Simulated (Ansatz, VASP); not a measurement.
**RbNaP3 in VASP and in Ansatz**

```
Rb Na P
1.0
     4.25784    2.45827    2.12469
    -4.25784    2.45827    2.12469
     0.00000   -4.91653    2.12469
Rb Na P
1 1 3
Direct
  0.50000 0.50000 0.50000
  0.00000 0.00000 0.00000
  0.00000 0.50000 0.00000
  0.50000 0.00000 0.00000
  0.00000 0.00000 0.50000
```

Alike in both runs: functional PBE; k mesh 6 × 6 × 6; occupations gaussian, width 0.1 eV; no spin polarisation.

Ansatz relaxed the structure, and its values are those at the end. VASP's run is a single point on that final structure, the one shown.

|  | VASP | Ansatz |
| --- | --- | --- |
| version | VASP 6.6.1 | Ansatz 0.2.0 |
| potentials or method | VASP PAW PBE potentials, release 64 (Rb_sv, Na_pv, P), cutoff 520 eV | scalar-relativistic, plane waves, PAW |
| valence electrons in the cell | 31 | 33 |

```tsv
	VASP	Ansatz	Ansatz less VASP
gap on the k mesh at the Fermi level (eV)	none	none	-
pressure (GPa)	0.1	0.0	-0.05
```

A gap of «none» marks a metal or a gap that the smearing closes. With one functional, cell and mesh, what is left measures potentials, basis and numerics. VASP's potentials hold 31 valence electrons a cell and Ansatz's 33, so a difference there can come from the potentials and not from the codes.
